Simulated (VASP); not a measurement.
# Se in VASP: settings compared

Se is run at these levels: PBE, BLYP+D3(BJ), BLYP+D4, LDA; tasks: single point, relaxation of the atoms.

All numbers are computed with VASP 6.6.1; they aren't measurements. Logs are shortened: lines on timing, memory, paths and dates and some standing lists are left out, and cuts for length are marked.

## 1. The cell of the first run

The typed cell holds 1 atom: a = 2.790 Å, b = 2.800 Å, c = 2.843 Å, α = 89.79°, β = 90.13°, γ = 88.15°.

## 2. Single point, PBE (the cell strained at random)

The input, INCAR:

```
ALGO = Normal
EDIFF = 1E-6
ENCUT = 520
GGA = PE
ISIF = 2
ISMEAR = 0
LASPH = True
LCHARG = True
LELF = True
LREAL = False
LVHAR = True
LWAVE = False
NBANDS = 9
NELM = 100
PREC = Accurate
SIGMA = 0.02
```

The input, KPOINTS:

```
k-points
0
Gamma
  9 9 9
```

The input, POSCAR:

```
Se
1.0
    2.7895160000      0.0450880000     -0.0033490000
    0.0450880000      2.7997670000      0.0051240000
   -0.0033490000      0.0051240000      2.8434420000
Se
1
Direct
    0.0452770000      0.0008780000     -0.0072040000
```

Potentials or basis: VASP PAW PBE potentials, release 64 (Se).

Started as:

```console
$ cat potpaw_PBE.64/Se/POTCAR > POTCAR
$ mpirun -np 1 vasp_std > vasp.out
```

OUTCAR:

```text
EDIFF = 1E-6
   ENCUT = 520
   GGA = PE
   ISIF = 2
   ISMEAR = 0
   LASPH = True
   LREAL = False
   NELM = 100
   PREC = Accurate

 ion  position               nearest neighbor table
   1  0.045  0.001  0.993-

  LATTYP: Found a triclinic cell.
 ALAT       =     3.8884718376
 B/A-ratio  =     0.7174752679
 C/A-ratio  =     0.7312509150
 COS(alpha) =     0.0023489236
 COS(beta)  =     0.0042868739
 COS(gamma) =     0.6942466887

  Lattice vectors:

 A1 = (  -2.7444280000,   2.7546790000,   0.0084730000)
 A2 = (  -2.7895160000,  -0.0450880000,   0.0033490000)
 A3 = (  -0.0033490000,   0.0051240000,   2.8434420000)

Analysis of symmetry for initial positions (statically):
=====================================================================
 Subroutine PRICEL returns:
 Original cell was already a primitive cell.

 Routine SETGRP: Setting up the symmetry group for a
 triclinic supercell.

 Subroutine GETGRP returns: Found  2 space group operations
 (whereof  1 operations were pure point group operations)
 out of a pool of  2 trial point group operations.

The static configuration has the point symmetry C_1 .
 The point group associated with its full space group is S_2 .

Analysis of symmetry for dynamics (positions and initial velocities):
=====================================================================
 Subroutine PRICEL returns:
 Original cell was already a primitive cell.

 Routine SETGRP: Setting up the symmetry group for a
 triclinic supercell.

 Subroutine GETGRP returns: Found  2 space group operations
 (whereof  1 operations were pure point group operations)
 out of a pool of  2 trial point group operations.

The dynamic configuration has the point symmetry C_1 .
 The point group associated with its full space group is S_2 .

 Subroutine INISYM returns: Found  2 space group operations
 (whereof  1 operations are pure point group operations),
 and found     1 'primitive' translations

----------------------------------------------------------------------------------------

                                     Primitive cell

  volume of cell :      22.2014

  direct lattice vectors                    reciprocal lattice vectors
     2.789516000  0.045088000 -0.003349000     0.358578998 -0.005775419  0.000432741
     0.045088000  2.799767000  0.005124000    -0.005775419  0.357266778 -0.000650612
    -0.003349000  0.005124000  2.843442000     0.000432741 -0.000650612  0.351688124

  length of vectors
     2.789882373  2.800134718  2.843448589     0.358625766  0.357314049  0.351688992

  position of ions in fractional coordinates (direct lattice)
     0.045277000  0.000878000  0.992796000

  ion indices of the primitive-cell ions
   primitive index   ion index
                 1           1

----------------------------------------------------------------------------------------

 KPOINTS: k-points

Automatic generation of k-mesh.
 Grid dimensions read from file:
 generate k-points for:    9    9    9

 Generating k-lattice:

  Cartesian coordinates                     Fractional coordinates (reciprocal lattice)
     0.039842111 -0.000641713  0.000048082     0.111111111  0.000000000  0.000000000
    -0.000641713  0.039696309 -0.000072290     0.000000000  0.111111111  0.000000000
     0.000048082 -0.000072290  0.039076458     0.000000000  0.000000000  0.111111111

  Length of vectors
     0.039847307  0.039701561  0.039076555

  Shift w.r.t. Gamma in fractional coordinates (k-lattice)
     0.000000000  0.000000000  0.000000000

 Subroutine IBZKPT returns following result:
 ===========================================

 Found    365 irreducible k-points:

 Following reciprocal coordinates:
            Coordinates               Weight
  0.000000  0.000000  0.000000      1.000000
  0.111111 -0.000000  0.000000      2.000000
  0.222222  0.000000  0.000000      2.000000
  0.333333 -0.000000 -0.000000      2.000000
  0.444444  0.000000  0.000000      2.000000
 -0.000000  0.111111  0.000000      2.000000
[... 16 lines left out ...]
 -0.111111  0.222222  0.000000      2.000000
 -0.000000  0.333333  0.000000      2.000000
 [... further k-points ...]
   k-points           NKPTS =    365   k-points in BZ     NKDIM =    365   number of bands    NBANDS=      9
   number of dos      NEDOS =    301   number of ions     NIONS =      1
   total plane-waves  NPLWV =  13824
   dimension x,y,z NGX =    24 NGY =   24 NGZ =   24
   dimension x,y,z NGXF=    48 NGYF=   48 NGZF=   48
   ions per type =               1
   NGX,Y,Z   is equivalent  to a cutoff of  14.30, 14.25, 14.03 a.u.
   NGXF,Y,Z  is equivalent  to a cutoff of  28.60, 28.50, 28.06 a.u.
 SYSTEM =  unknown system
   PREC   = accura    normal or accurate (medium, high low for compatibility)
   ISTART =      0    job   : 0-new  1-cont  2-samecut
   ICHARG =      2    charge: 1-file 2-atom 10-const
   ISPIN  =      1    spin polarized calculation?
   LNONCOLLINEAR =      F non collinear calculations
   LSORBIT =      F    spin-orbit coupling
   LASPH  =      T    aspherical Exc in radial PAW
   ENCUT  =  520.0 eV  38.22 Ry    6.18 a.u.   5.19  5.21  5.29*2*pi/ulx,y,z
   NELM   =    100;   NELMIN=  2; NELMDL= -5     # of ELM steps
   EDIFF  = 0.1E-05   stopping-criterion for ELM
   LREAL  =      F    real-space projection
   EDIFFG = 0.1E-04   stopping-criterion for IOM
   NSW    =      0    number of steps for IOM
   IBRION =     -1    ionic relax: 0-MD 1-quasi-New 2-CG
   NFREE  =      0    steps in history (QN), initial steepest desc. (CG)
   ISIF   =      2    stress and relaxation
   ISYM   =      2    0-nonsym 1-usesym 2-fastsym
   POTIM  = 0.5000    time-step for ionic-motion
   TEBEG  =    0.0;   TEEND  =   0.0 temperature during run
   PSTRESS=    0.0 pullay stress
   NELECT =       6.0000    total number of electrons
   NUPDOWN=      -1.0000    fix difference up-down
   EMIN   =  10.00;   EMAX   =-10.00  energy-range for DOS
   EFERMI =   0.00;   METHOD = LEGACY
   ISMEAR =     0;   SIGMA  =   0.02  broadening in eV -4-tet -1-fermi 0-gaus
   EFERMI_NEDOS =   21; number of points for ismear=-14 and -15
   IALGO  =     38    algorithm
   IMIX   =      4    mixing-type and parameters
     AMIX     =   0.40;   BMIX     =  1.00
     AMIX_MAG =   1.60;   BMIX_MAG =  1.00
  volume/ion in A,a.u.               =      22.20       149.82
  Fermi-wavevector in a.u.,A,eV,Ry     =   1.058438  2.000157 15.242472  1.120290
  Thomas-Fermi vector in A             =   2.193747
   LORBIT       =      0    0 simple, 1 ext, 2 COOP (PROOUT), +10 PAW based schemes
   GGA     = PE    functional components
   LHFCALC =     F    Hartree Fock is set to
   AEXX    =    0.0000 exact exchange contribution
   IVDW    =     0    specifies the selected vdW correction
   LEPSILON=     F    determine dielectric tensor
   LRPA    =     F    only Hartree local field effects (RPA)
 non-spin polarized calculation
 Gauss-broadening in eV      SIGMA  =   0.02
  energy-cutoff  :      520.00
  volume of cell :       22.20
 maximum number of plane-waves:       610
 NGX is ok and might be reduce to    24
   NGX = 11   NGY = 11   NGZ = 11

 number of electron       6.0000001 magnetization

 Free energy of the ion-electron system (eV)
  ---------------------------------------------------
  ext. energy  EPLUGINS =         0.00000000
  ---------------------------------------------------
  free energy    TOTEN  =        -3.32692213 eV

  energy without entropy =       -3.32667381  energy(sigma->0) =       -3.32679797

 E-fermi :   4.9410     XC(G=0):  -9.9948

 val. band max:        4.9409363140   @ k =  -0.3333  -0.2222   0.4444
 cond. band min:       4.9477877560   @ k =  -0.2222  -0.4444   0.3333
 fundamental gap:      0.0068514420
 Fermi energy:         4.9410074948

 k-point     1 :       0.0000    0.0000    0.0000
  band No.  band energies     occupation
      1     -11.2805      2.00000
      2       6.0370      0.00000
      3       6.3922      0.00000
      4       6.5901      0.00000
      5      12.4161      0.00000
      6      12.7464      0.00000
      7      13.0369      0.00000
      8      27.0402      0.00000
      9      27.2277      0.00000

 k-point     2 :       0.1111   -0.0000    0.0000
  band No.  band energies     occupation
      1     -11.0965      2.00000
      2       4.7969      2.00000
      3       6.1835      0.00000
      4       6.5881      0.00000
      5      12.6192      0.00000
      6      13.0443      0.00000
      7      15.0414      0.00000
      8      24.6399      0.00000
      9      24.8462      0.00000

 k-point     3 :       0.2222    0.0000    0.0000
  band No.  band energies     occupation
      1     -10.5714      2.00000
      2       1.9847      2.00000
      3       6.5852      0.00000
      4       6.9769      0.00000
      5      13.1884      0.00000
      6      13.6593      0.00000
      7      18.6099      0.00000
      8      21.7788      0.00000
      9      22.1045      0.00000

 k-point     4 :       0.3333   -0.0000   -0.0000
  band No.  band energies     occupation
      1      -9.8184      2.00000
      2      -0.4697      2.00000
      3       7.1129      0.00000
      4       7.4892      0.00000
      5      14.0085      0.00000
      6      14.6695      0.00000
      7      19.4147      0.00000
      8      19.5605      0.00000
      9      20.2758      0.00000
[... 205 lines left out ...]
 k-point    22 :      -0.2222    0.2222    0.0000
  band No.  band energies     occupation
      1      -9.8458      2.00000
      2       2.4482      2.00000
      3       2.5296      2.00000
      4       7.1299      0.00000
      5      13.9546      0.00000
      6      16.2235      0.00000
      7      19.8652      0.00000
      8      20.7252      0.00000
      9      21.8503      0.00000

 k-point    23 :      -0.1111    0.2222    0.0000
  band No.  band energies     occupation
      1     -10.3833      2.00000
      2       2.0499      2.00000
      3       5.2747      0.00000
      4       6.7293      0.00000
      5      13.4253      0.00000
      6      15.7509      0.00000
      7      18.4906      0.00000
      8      21.1228      0.00000
      9      21.8241      0.00000

 k-point    24 :      -0.0000    0.3333    0.0000
  band No.  band energies     occupation
      1      -9.8454      2.00000
      2      -0.4780      2.00000
      3       7.0915      0.00000
      4       7.5627      0.00000
      5      13.9894      0.00000
      6      14.7410      0.00000
      7      19.4187      0.00000
      8      19.5604      0.00000
      9      20.3288      0.00000

 [... further k-points ...]
[... 5 lines left out ...]
  --------------------------------------------------------------------------------------
  -------------------------------------------------------------------------------------
  Total        0.2923043      0.3419900      0.2126592      0.0021500      0.0066925     -0.0084767
  in kB       21.0943313     24.6799328     15.3466922      0.1551534      0.4829711     -0.6117269
  external PRESSURE =      20.3736521 kB  Pullay stress =       0.0000000 kB

 VOLUME and BASIS-vectors are now :
 -----------------------------------------------------------------------------
  energy-cutoff  :      520.00
  volume of cell :       22.20
      direct lattice vectors                 reciprocal lattice vectors
     2.789516000  0.045088000 -0.003349000     0.358578998 -0.005775419  0.000432741
     0.045088000  2.799767000  0.005124000    -0.005775419  0.357266778 -0.000650612
    -0.003349000  0.005124000  2.843442000     0.000432741 -0.000650612  0.351688124

 POSITION                                       TOTAL-FORCE (eV/Angst)
 -----------------------------------------------------------------------------------
      0.12302      0.00959      2.82281         0.000000     -0.000000      0.000000
 -----------------------------------------------------------------------------------
    total drift:                               -0.000000     -0.000000      0.000000

  FREE ENERGIE OF THE ION-ELECTRON SYSTEM (eV)
  ---------------------------------------------------
  free  energy   TOTEN  =        -3.3269221347 eV

  energy  without entropy=       -3.3266738067  energy(sigma->0) =       -3.32679797
```

Run time: 55 s. Hardware: 1 thread of Intel Xeon 8259CL, shared host; peak memory 0.19 GiB.

Results:

| Quantity | Value |
| --- | --- |
| Free energy | -3.3269 eV |
| Pressure | 2.0 GPa |
| Band gap on the k mesh | zero (band 3 reaches 7.70 eV, above the bottom of band 4 at 1.77 eV) |

Caveat: the cell differs from its parent crystal (the cell strained at random).

(Continued in part 2 of 3.)
